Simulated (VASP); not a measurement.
SiP5:

```xyz
6
Lattice="2.9900 -5.1800 0.0000 2.9900 5.1800 0.0000 -1.9918 0.0000 3.5493" Properties=species:S:1:pos:R:3 pbc="T T T"
Si    0.0000    0.0000    0.0000
P     2.9900    1.7270    0.0000
P     1.9943    3.4530    2.3071
P     2.9900   -1.7270    0.0000
P     1.9943   -3.4530    2.3071
P     1.9943    0.0000    2.3071
```

| Property | Result |
| --- | --- |
| Program | VASP 6.6.1 |
| Task | relaxation of cell and atoms |
| Functional | PBE |
| Potentials or basis | VASP PAW PBE potentials, release 64 (Si, P) |
| Cutoff | 600 eV |
| k mesh | 4 × 4 × 5 |
| Occupations | gaussian, width 0.2 eV |
| Spin | no spin polarisation |

At the start: pressure -4.9 GPa; volume 18.32 Å³/atom.

How do energy, volume and symmetry change on relaxing?

Over 11 steps the energy falls by 56.7 meV/atom and the volume is 16.77 Å³/atom (-8.5 %); space group Cm (No. 8, to 0.1 Å) before and after.

Step by step:
```csv
step,energy change (eV),largest force (eV/Å),pressure (GPa),volume (Å³)
1,0.0000,1.3738,-4.91,109.95
2,-0.1820,1.1852,4.47,101.21
3,-0.2447,0.7339,0.87,104.03
4,-0.2932,0.4486,-0.23,104.59
5,-0.3030,0.2797,-0.92,104.97
6,-0.3204,0.1756,-0.37,103.53
7,-0.3285,0.2224,0.41,101.66
8,-0.3363,0.1626,-0.41,101.52
9,-0.3363,0.1640,-0.51,101.50
10,-0.3397,0.0837,0.21,100.34
11,-0.3400,0.0558,0.04,100.60
```

Final structure:
```cif
data_structure
_symmetry_space_group_name_H-M 'P 1'
_symmetry_Int_Tables_number 1
_cell_length_a 5.9709
_cell_length_b 5.9709
_cell_length_c 3.8441
_cell_angle_alpha 105.281
_cell_angle_beta 105.281
_cell_angle_gamma 120.163
_cell_volume 100.60
loop_
_atom_site_label
_atom_site_type_symbol
_atom_site_fract_x
_atom_site_fract_y
_atom_site_fract_z
_atom_site_occupancy
Si1 Si 0.01412 0.01412 0.03844 1
P1 P 0.32931 0.66405 0.98347 1
P2 P 0.21573 0.88883 0.65041 1
P3 P 0.66405 0.32931 0.98347 1
P4 P 0.88883 0.21573 0.65041 1
P5 P 0.53796 0.53796 0.64380 1
```

Caveat: an odd number of electrons without spin polarisation forces a metal; a magnetic or distorted state may lie lower; the relaxation stopped at a loose force limit of 0.08 eV/Å, so its end isn't a converged minimum.
